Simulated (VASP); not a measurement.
Runs of VASP 6.6.1 on WS2. The cell holds a slab with vacuum, 3 atoms: a = 3.184 Å, b = 3.184 Å, c = 16.951 Å, α = 90.00°, β = 90.00°, γ = 120.00°. 

```csv
k mesh,gap on the mesh (eV),largest force (eV/Å)
8 × 8 × 2,(a),0.36
10 × 10 × 2,1.99,0.36
5 × 5 × 1,2.16,0.36
4 × 4 × 1,2.34,0.41
6 × 6 × 1,1.78,(b)
3 × 3 × 1,1.75,0.55
```

Alike in all rows: task single point; level LDA; potentials or basis VASP PAW LDA potentials, release 64 (W_sv, S); no spin polarisation; cell as given; cutoff (eV) 520; smearing gaussian 0.15 eV.

Q: Fill in the values left out.

A: (a) 2.06; (b) 0.35.

Caveats: some runs use coarse meshes; spin-orbit coupling is left out, which moves the levels of the heavy elements.

A k mesh can miss the band edges, and the runs leave out spin-orbit coupling on W.
